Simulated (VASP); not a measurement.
Here is a VASP 6.6.1 calculation.

The input INCAR:

```
SYSTEM = Li3ZrN2
PREC = Accurate
ENCUT = 750
EDIFF = 1E-6
ISMEAR = 0
SIGMA = 0.15
LREAL = .FALSE.
LASPH = .TRUE.
NELM = 120
ALGO = Normal
ISIF = 2
LWAVE = .FALSE.
LCHARG = .TRUE.
GGA = PE
LELF = .TRUE.
LVHAR = .TRUE.
NBANDS = 24
GGA_COMPAT = .FALSE.
```

File KPOINTS:

```
Automatic mesh
0
G
  3 3 3
  0 0 0
```

The input POSCAR:

```
Li3ZrN2
1.0
    6.1313965564      0.0000000000      0.0000000000
   -3.0656982782      5.3099451785      0.0000000000
    0.0000000000      0.0000000000      2.5897172386
Li Zr N
3 1 2
Direct
    0.5000000000      0.0000000000      0.0000000000
    0.0000000000      0.5000000000      0.0000000000
    0.5000000000      0.5000000000      0.0000000000
    0.0000000000      0.0000000000      0.0000000000
    0.3333333333      0.6666666667      0.0000000000
    0.6666666667      0.3333333333      0.0000000000
```

Potentials or basis: VASP PAW PBE potentials, release 64 (Li_sv, Zr_sv, N).

Launch:

```console
$ cat potpaw_PBE.64/Li_sv/POTCAR potpaw_PBE.64/Zr_sv/POTCAR potpaw_PBE.64/N/POTCAR > POTCAR
$ mpirun -np 1 vasp_std > vasp.out
```

**Question.** What does it give for the pressure?

**Answer.** -0.2 GPa.

Stress tensor (GPa, compression positive):
```
-0.29  0.00  0.00
 0.00 -0.29  0.00
 0.00  0.00 -0.10
```

Caveat: the k points lie up to 0.81 Å⁻¹ apart.
